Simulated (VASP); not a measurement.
# Si (Fd-3m) in VASP: notebook

Si is run at these levels: LDA; tasks: single point.

Program: VASP 6.6.1. These are calculated values, not measurements. Logs are shortened: lines on timing, memory, paths and dates and some standing lists are left out, and cuts for length are marked.

## Step 1: The cell of the first run

The structure is cubic, space group Fd-3m (No. 227). The conventional cell has a = 4.077 Å, b = 4.077 Å, c = 4.077 Å, α = 90.00°, β = 90.00°, γ = 90.00°. Si (site symmetry -43m) has 4 Si at 1.77 Å within 2.3 Å.

## Step 2: Single point, LDA (8.47 Å³/atom)

The input, INCAR:

```
PREC = Accurate
ENCUT = 500
EDIFF = 1E-6
ISMEAR = -1
SIGMA = 0.08
LREAL = F
LASPH = T
NELM = 120
ALGO = Normal
ISIF = 2
LWAVE = F
LCHARG = F
NBANDS = 11
GGA_COMPAT = F
```

The input, KPOINTS:

```
Automatic mesh
0
Gamma
  12 12 12
```

The input, POSCAR:

```
Si
1.0
    0.0000000000      2.0386233975      2.0386233975
    2.0386233975      0.0000000000      2.0386233975
    2.0386233975      2.0386233975      0.0000000000
Si
2
Direct
   -0.1250000000     -0.1250000000     -0.1250000000
    0.1250000000      0.1250000000      0.1250000000
```

Potentials or basis: VASP PAW LDA potentials, release 64 (Si).

Started as:

```console
$ cat potpaw_LDA.64/Si/POTCAR > POTCAR
$ mpirun -np 1 vasp_std > vasp.out
```

OUTCAR:

```text
PREC = Accurate
   ENCUT = 500
   EDIFF = 1E-6
   ISMEAR = -1
   LREAL = F
   LASPH = T
   NELM = 120
   ISIF = 2

 ion  position               nearest neighbor table
   1  0.875  0.875  0.875-   2 1.77   2 1.77   2 1.77   2 1.77
   2  0.125  0.125  0.125-   1 1.77   1 1.77   1 1.77   1 1.77

  LATTYP: Found a face centered cubic cell.
 ALAT       =     4.0772467950

  Lattice vectors:

 A1 = (   0.0000000000,   2.0386233975,   2.0386233975)
 A2 = (   2.0386233975,   0.0000000000,   2.0386233975)
 A3 = (   2.0386233975,   2.0386233975,   0.0000000000)

Analysis of symmetry for initial positions (statically):
=====================================================================
 Subroutine PRICEL returns:
 Original cell was already a primitive cell.

 Routine SETGRP: Setting up the symmetry group for a
 face centered cubic supercell.

 Subroutine GETGRP returns: Found 48 space group operations
 (whereof 12 operations were pure point group operations)
 out of a pool of 48 trial point group operations.

The static configuration has the point symmetry D_3d.
 The point group associated with its full space group is O_h .

Analysis of symmetry for dynamics (positions and initial velocities):
=====================================================================
 Subroutine PRICEL returns:
 Original cell was already a primitive cell.

 Routine SETGRP: Setting up the symmetry group for a
 face centered cubic supercell.

 Subroutine GETGRP returns: Found 48 space group operations
 (whereof 12 operations were pure point group operations)
 out of a pool of 48 trial point group operations.

The dynamic configuration has the point symmetry D_3d.
 The point group associated with its full space group is O_h .

 Subroutine INISYM returns: Found 48 space group operations
 (whereof 12 operations are pure point group operations),
 and found     1 'primitive' translations

----------------------------------------------------------------------------------------

                                     Primitive cell

  volume of cell :      16.9450

  direct lattice vectors                    reciprocal lattice vectors
     0.000000000  2.038623397  2.038623397    -0.245263544  0.245263544  0.245263544
     2.038623397  0.000000000  2.038623397     0.245263544 -0.245263544  0.245263544
     2.038623397  2.038623397  0.000000000     0.245263544  0.245263544 -0.245263544

  length of vectors
     2.883048857  2.883048857  2.883048857     0.424808920  0.424808920  0.424808920

  position of ions in fractional coordinates (direct lattice)
     0.875000000  0.875000000  0.875000000
     0.125000000  0.125000000  0.125000000
[... 87 lines left out ...]
   PSTRESS=    0.0 pullay stress
   NELECT =       8.0000    total number of electrons
   NUPDOWN=      -1.0000    fix difference up-down
   EMIN   =  10.00;   EMAX   =-10.00  energy-range for DOS
   EFERMI =   0.00;   METHOD = LEGACY
   ISMEAR =    -1;   SIGMA  =   0.08  broadening in eV -4-tet -1-fermi 0-gaus
   EFERMI_NEDOS =   21; number of points for ismear=-14 and -15
   IALGO  =     38    algorithm
   IMIX   =      4    mixing-type and parameters
     AMIX     =   0.40;   BMIX     =  1.00
     AMIX_MAG =   1.60;   BMIX_MAG =  1.00
  volume/ion in A,a.u.               =       8.47        57.18
  Fermi-wavevector in a.u.,A,eV,Ry     =   1.274748  2.408925 22.109244  1.624984
  Thomas-Fermi vector in A             =   2.407499
   LORBIT       =      0    0 simple, 1 ext, 2 COOP (PROOUT), +10 PAW based schemes
   GGA     = CA    functional components
   LHFCALC =     F    Hartree Fock is set to
   AEXX    =    0.0000 exact exchange contribution
   IVDW    =     0    specifies the selected vdW correction
   LEPSILON=     F    determine dielectric tensor
   LRPA    =     F    only Hartree local field effects (RPA)
 non-spin polarized calculation
  energy-cutoff  :      500.00
  volume of cell :       16.94
 maximum number of plane-waves:       444
 NGX is ok and might be reduce to    24
   NGX = 11   NGY = 11   NGZ = 11

 number of electron       7.9999999 magnetization

 Free energy of the ion-electron system (eV)
  ---------------------------------------------------
  ext. energy  EPLUGINS =         0.00000000
  ---------------------------------------------------
  free energy    TOTEN  =         2.55206747 eV

  energy without entropy =        2.56151188  energy(sigma->0) =        2.55678968

 E-fermi :  17.7829     XC(G=0): -13.2829

 val. band max:       17.6710994759   @ k =   0.2500   0.0833   0.0000
 cond. band min:      17.7875554876   @ k =   0.4167   0.2500   0.0000
 fundamental gap:      0.1164560117
 Fermi energy:        17.7829031020

 k-point     1 :       0.0000    0.0000    0.0000
  band No.  band energies     occupation
      1      -1.4274      2.00000
      2      18.7517      0.00001
      3      18.7517      0.00001
      4      18.7517      0.00001
      5      21.1804      0.00000
      6      21.1804      0.00000
      7      21.1804      0.00000
      8      26.0128      0.00000
      9      26.0128      0.00000
     10      31.9960      0.00000
     11      32.1537      0.00000
[... 309 lines left out ...]
 k-point    24 :      -0.4167    0.1667    0.0000
  band No.  band energies     occupation
      1       4.5289      2.00000
      2       6.2977      2.00000
      3      13.4855      2.00000
      4      15.8214      2.00000
      5      19.4076      0.00000
      6      22.5619      0.00000
      7      25.0473      0.00000
      8      29.4521      0.00000
      9      30.2067      0.00000
     10      30.4162      0.00000
     11      35.8183      0.00000

 [... further k-points ...]

------------------------ aborting loop because EDIFF is reached ----------------------------------------

  FORCE on cell =-STRESS in cart. coord.  units (eV):
  Direction    XX          YY          ZZ          XY          YZ          ZX
  --------------------------------------------------------------------------------------
  -------------------------------------------------------------------------------------
  Total       42.1337171     42.1337171     42.1337171     -0.0000000      0.0000000      0.0000000
  in kB     3983.8167042   3983.8167042   3983.8167042     -0.0000000      0.0000000      0.0000000
  external PRESSURE =    3983.8167042 kB  Pullay stress =       0.0000000 kB

 VOLUME and BASIS-vectors are now :
 -----------------------------------------------------------------------------
  energy-cutoff  :      500.00
  volume of cell :       16.94
      direct lattice vectors                 reciprocal lattice vectors
     0.000000000  2.038623397  2.038623397    -0.245263544  0.245263544  0.245263544
     2.038623397  0.000000000  2.038623397     0.245263544 -0.245263544  0.245263544
     2.038623397  2.038623397  0.000000000     0.245263544  0.245263544 -0.245263544

 POSITION                                       TOTAL-FORCE (eV/Angst)
 -----------------------------------------------------------------------------------
      3.56759      3.56759      3.56759        -0.000000     -0.000000     -0.000000
      0.50966      0.50966      0.50966         0.000000      0.000000      0.000000
 -----------------------------------------------------------------------------------
    total drift:                                0.000000      0.000000     -0.000000

  FREE ENERGIE OF THE ION-ELECTRON SYSTEM (eV)
  ---------------------------------------------------
  free  energy   TOTEN  =         2.5520674737 eV

  energy  without entropy=        2.5615118764  energy(sigma->0) =        2.55678968
```

OSZICAR:

```text
N       E                     dE             d eps       ncg     rms          rms(c)
DAV:   1     0.197650040657E+02    0.19765E+02   -0.37421E+03  1584   0.625E+02
DAV:   2     0.178175863682E+01   -0.17983E+02   -0.17573E+02  2107   0.104E+02
DAV:   3     0.137303587241E+01   -0.40872E+00   -0.40660E+00  1951   0.125E+01
DAV:   4     0.137162091068E+01   -0.14150E-02   -0.14148E-02  1843   0.926E-01
DAV:   5     0.137161637371E+01   -0.45370E-05   -0.45368E-05  1967   0.486E-02    0.127E+01
DAV:   6     0.226147920968E+01    0.88986E+00   -0.62958E-01  1725   0.365E+00    0.808E+00
DAV:   7     0.254787207605E+01    0.28639E+00   -0.59895E-01  1770   0.364E+00    0.201E+00
DAV:   8     0.255204185349E+01    0.41698E-02   -0.19396E-02  1773   0.879E-01    0.255E-01
DAV:   9     0.255205644439E+01    0.14591E-04   -0.20511E-04  1910   0.974E-02    0.121E-01
DAV:  10     0.255206704027E+01    0.10596E-04   -0.29098E-05  1830   0.276E-02    0.354E-02
DAV:  11     0.255206747366E+01    0.43339E-06   -0.67309E-07  1178   0.600E-03
   1 F= 0.25520675E+01 E0= 0.25567897E+01  d E =-.944440E-02
```

It took 6.9 s on 1 thread of AMD EPYC 9R45 (Zen 5), shared host; peak memory 0.1 GiB.

Results:

* Free energy: 2.5521 eV
* Pressure: 398.4 GPa
* Band gap on the k mesh: zero (bands 4 and 5 overlap by 2.34 eV)

Levels at points of the mesh, in eV from the Fermi level:
```
           k point  band 2  band 3  band 4  band 5  band 6  band 7
(0.00, 0.00, 0.00)    0.97    0.97    0.97    3.40    3.40    3.40
(0.50, 0.00, 0.00)  -12.37   -0.70   -0.70    2.41    2.41    5.46
(0.50, 0.50, 0.00)  -11.06   -4.60   -4.60   -1.32   -1.32   14.71
```

Caveat: the cell stands under pressure.

## Step 3: Single point, LDA (8.47 Å³/atom)

The input, INCAR:

```
SYSTEM = Si
  PREC = Accurate
  ENCUT = 500
  EDIFF = 1E-6
  ISMEAR = -1
  SIGMA = 0.08
  LREAL = .FALSE.
  LASPH = .TRUE.
  NELM = 120
  ALGO = Normal
  ISIF = 2
  LWAVE = .FALSE.
  LCHARG = .TRUE.
  GGA = CA
  LELF = .TRUE.
  LVHAR = .TRUE.
  NBANDS = 11
  GGA_COMPAT = .FALSE.
```

The input, KPOINTS:

```
regular mesh
0
G
  12 12 12
  0 0 0
```

POSCAR is that of step 2.

Potentials or basis: VASP PAW LDA potentials, release 64 (Si).

Started as:

```console
$ cat potpaw_LDA.64/Si/POTCAR > POTCAR
$ mpirun -np 1 vasp_std > vasp.out
```

Wall time 7.5 s (1 thread of AMD EPYC 9R45 (Zen 5), shared host); peak memory 0.09 GiB.

It converged, with:

| Item | Value |
| --- | --- |
| Free energy | 2.5521 eV |
| Pressure | 398.4 GPa |
| Band gap on the k mesh | zero (bands 4 and 5 overlap by 2.34 eV) |

Levels at points of the mesh, in eV from the Fermi level:
```
           k point  band 1  band 2  band 3  band 4  band 5  band 6  band 7  band 8  band 9
(0.00, 0.00, 0.00)  -19.21    0.97    0.97    0.97    3.40    3.40    3.40    8.23    8.23
(0.50, 0.00, 0.00)  -13.57  -12.37   -0.70   -0.70    2.41    2.41    5.46    9.25   13.42
(0.50, 0.50, 0.00)  -11.06  -11.06   -4.60   -4.60   -1.32   -1.32   14.71   14.71   16.90
```

Caveat: the cell stands under pressure.
